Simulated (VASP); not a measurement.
# BeS (F-43m) in VASP: a series of runs, part 2 of 2

VASP 6.6.1. The steps go on from the part before.

## Step 4: Single point, PBE (volume changed by +6%)

Input file INCAR:

```
SYSTEM = BeS
ALGO = Normal
EDIFF = 1E-6
ENCUT = 520
GGA = PE
ISIF = 2
ISMEAR = 0
LASPH = .True.
LCHARG = .False.
LREAL = .False.
LWAVE = .False.
NBANDS = 11
NELM = 100
PREC = Accurate
SIGMA = 0.01
```

Input file KPOINTS:

```
k-points
0
Gamma
  8 8 8
  0 0 0
```

Input file POSCAR:

```
BeS
1.0
    0.0000000000      2.4858271992      2.4858271992
    2.4858271992      0.0000000000      2.4858271992
    2.4858271992      2.4858271992      0.0000000000
Be S
1 1
Direct
    0.0000000000      0.0000000000      0.0000000000
    0.2500000000      0.2500000000      0.2500000000
```

Potentials or basis: VASP PAW PBE potentials, release 64 (Be, S).

Command:

```bash
cat potpaw_PBE.64/Be/POTCAR potpaw_PBE.64/S/POTCAR > POTCAR
mpirun -np 1 vasp_std > vasp.out
```

OUTCAR:

```text
SYSTEM = BeS
   EDIFF = 1E-6
   ENCUT = 520
   GGA = PE
   ISIF = 2
   ISMEAR = 0
   LASPH = .True.
   LREAL = .False.
   NELM = 100
   PREC = Accurate

 ion  position               nearest neighbor table
   1  0.000  0.000  0.000-   2 2.15   2 2.15   2 2.15   2 2.15
   2  0.250  0.250  0.250-   1 2.15   1 2.15   1 2.15   1 2.15

  LATTYP: Found a face centered cubic cell.
 ALAT       =     4.9716543984

  Lattice vectors:

 A1 = (   0.0000000000,   2.4858271992,   2.4858271992)
 A2 = (   2.4858271992,   0.0000000000,   2.4858271992)
 A3 = (   2.4858271992,   2.4858271992,   0.0000000000)

Analysis of symmetry for initial positions (statically):
=====================================================================
 Subroutine PRICEL returns:
 Original cell was already a primitive cell.

 Routine SETGRP: Setting up the symmetry group for a
 face centered cubic supercell.

 Subroutine GETGRP returns: Found 24 space group operations
 (whereof 24 operations were pure point group operations)
 out of a pool of 48 trial point group operations.

The static configuration has the point symmetry T_d .

Analysis of symmetry for dynamics (positions and initial velocities):
=====================================================================
 Subroutine PRICEL returns:
 Original cell was already a primitive cell.

 Routine SETGRP: Setting up the symmetry group for a
 face centered cubic supercell.

 Subroutine GETGRP returns: Found 24 space group operations
 (whereof 24 operations were pure point group operations)
 out of a pool of 48 trial point group operations.

The dynamic configuration has the point symmetry T_d .

 Subroutine INISYM returns: Found 24 space group operations
 (whereof 24 operations are pure point group operations),
 and found     1 'primitive' translations

----------------------------------------------------------------------------------------

                                     Primitive cell

  volume of cell :      30.7215

[... 112 lines left out ...]
   LORBIT       =      0    0 simple, 1 ext, 2 COOP (PROOUT), +10 PAW based schemes
   GGA     = PE    functional components
   LHFCALC =     F    Hartree Fock is set to
   AEXX    =    0.0000 exact exchange contribution
   IVDW    =     0    specifies the selected vdW correction
   LEPSILON=     F    determine dielectric tensor
   LRPA    =     F    only Hartree local field effects (RPA)
 non-spin polarized calculation
 Gauss-broadening in eV      SIGMA  =   0.01
  energy-cutoff  :      520.00
  volume of cell :       30.72
 maximum number of plane-waves:       869
 NGX is ok and might be reduce to    28
   NGX = 13   NGY = 13   NGZ = 13

 number of electron       8.0000001 magnetization

 Free energy of the ion-electron system (eV)
  ---------------------------------------------------
  ext. energy  EPLUGINS =         0.00000000
  ---------------------------------------------------
  free energy    TOTEN  =        -9.98635987 eV

  energy without entropy =       -9.98635987  energy(sigma->0) =       -9.98635987

 E-fermi :   3.5242     XC(G=0):  -9.4264

 val. band max:        3.4346256145   @ k =   0.0000   0.0000   0.0000
 cond. band min:       6.6991713566   @ k =   0.5000   0.5000   0.0000
 fundamental gap:      3.2645457421
 Fermi energy:         3.5241693469

 k-point     1 :       0.0000    0.0000    0.0000
  band No.  band energies     occupation
      1      -9.7808      2.00000
      2       3.4346      2.00000
      3       3.4346      2.00000
      4       3.4346      2.00000
      5       8.7080      0.00000
      6       9.1228      0.00000
      7       9.1228      0.00000
      8       9.1228      0.00000
      9      16.0994      0.00000
     10      16.0994      0.00000
     11      17.7331      0.00000
[... 309 lines left out ...]
 k-point    24 :      -0.3750    0.2500    0.1250
  band No.  band energies     occupation
      1      -8.1263      2.00000
      2      -1.3960      2.00000
      3       0.8870      2.00000
      4       1.7812      2.00000
      5       9.5580      0.00000
      6       9.8235      0.00000
      7      12.2305      0.00000
      8      13.5962      0.00000
      9      14.6039      0.00000
     10      18.3046      0.00000
     11      18.8246      0.00000

 [... further k-points ...]
[... 5 lines left out ...]
  --------------------------------------------------------------------------------------
  -------------------------------------------------------------------------------------
  Total       -0.9263834     -0.9263834     -0.9263834     -0.0000000     -0.0000000      0.0000000
  in kB      -48.3123929    -48.3123929    -48.3123929     -0.0000000     -0.0000000      0.0000000
  external PRESSURE =     -48.3123929 kB  Pullay stress =       0.0000000 kB

 VOLUME and BASIS-vectors are now :
 -----------------------------------------------------------------------------
  energy-cutoff  :      520.00
  volume of cell :       30.72
      direct lattice vectors                 reciprocal lattice vectors
     0.000000000  2.485827199  2.485827199    -0.201140288  0.201140288  0.201140288
     2.485827199  0.000000000  2.485827199     0.201140288 -0.201140288  0.201140288
     2.485827199  2.485827199  0.000000000     0.201140288  0.201140288 -0.201140288

 POSITION                                       TOTAL-FORCE (eV/Angst)
 -----------------------------------------------------------------------------------
      0.00000      0.00000      0.00000        -0.000000      0.000000     -0.000000
      1.24291      1.24291      1.24291         0.000000     -0.000000      0.000000
 -----------------------------------------------------------------------------------
    total drift:                                0.000000      0.000000      0.000000

  FREE ENERGIE OF THE ION-ELECTRON SYSTEM (eV)
  ---------------------------------------------------
  free  energy   TOTEN  =        -9.9863598668 eV

  energy  without entropy=       -9.9863598668  energy(sigma->0) =       -9.98635987
```

stdout:

```text
POSCAR found type information on POSCAR BeS
 POSCAR found :  2 types and       2 ions
 scaLAPACK will be used
 LDA part: xc-table for (Slater+PW92), standard interpolation
 POSCAR, INCAR and KPOINTS ok, starting setup
 FFT: planning ... GRIDC
 FFT: planning ... GRID_SOFT
 FFT: planning ... GRID
 WAVECAR not read
 entering main loop
```

Wall time 7.2 s (1 thread of Intel Xeon 6975P-C, shared host); peak memory 0.15 GiB.

What came out:

| Item | Value |
| --- | --- |
| Free energy | -9.9864 eV |
| Pressure | -4.8 GPa |
| Band gap on the k mesh | 3.26 eV, indirect (least direct gap 5.27 eV) |

 A k mesh can miss the band edges.

## Step 5: Overview

```tsv
cell	gap on the mesh (eV)	pressure (GPa)
a = 3.413 Å, angles 60.0°, 2 atoms	3.08	3.0
a = 3.482 Å, angles 60.0°, 2 atoms	3.21	-2.6
a = 3.515 Å, angles 60.0°, 2 atoms	3.26	-4.8
```

Alike in all rows: task single point; level PBE; potentials or basis VASP PAW PBE potentials, release 64 (Be, S); no spin polarisation; k mesh 8 × 8 × 8; cutoff (eV) 520; smearing gaussian 0.01 eV.

Absolute energies hang on the potentials; compare differences alone.
